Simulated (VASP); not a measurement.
A run of VASP 6.6.1 is set up as follows.

File INCAR:

```
PREC = Accurate
ENCUT = 520
EDIFF = 1E-7
ISMEAR = 0
SIGMA = 0.15
LREAL = False
LASPH = True
NELM = 100
ALGO = Fast
ISIF = 2
LWAVE = False
LCHARG = True
GGA = PE
LELF = True
LVHAR = True
NBANDS = 12
```

The input KPOINTS:

```
regular mesh
0
Gamma
  22 22 22
```

POSCAR

```
Cu
1.0
    0.0000000000      1.7736997500      1.8075000000
    1.8413002500      0.0000000000      1.8075000000
    1.8413002500      1.7736997500      0.0000000000
Cu
1
Direct
    0.0000000000      0.0000000000      0.0000000000
```

Potentials or basis: VASP PAW PBE potentials, release 64 (Cu).

Command:

```console
$ cat potpaw_PBE.64/Cu/POTCAR > POTCAR
$ mpirun -np 1 vasp_std > vasp.out
```

(1) What does it give for the pressure?

Results:

(1) 2.5 GPa.

Caveat: the cell differs from its parent crystal (strain +0.0187 x Voigt [1, -1, 0, 0, 0, 0]).
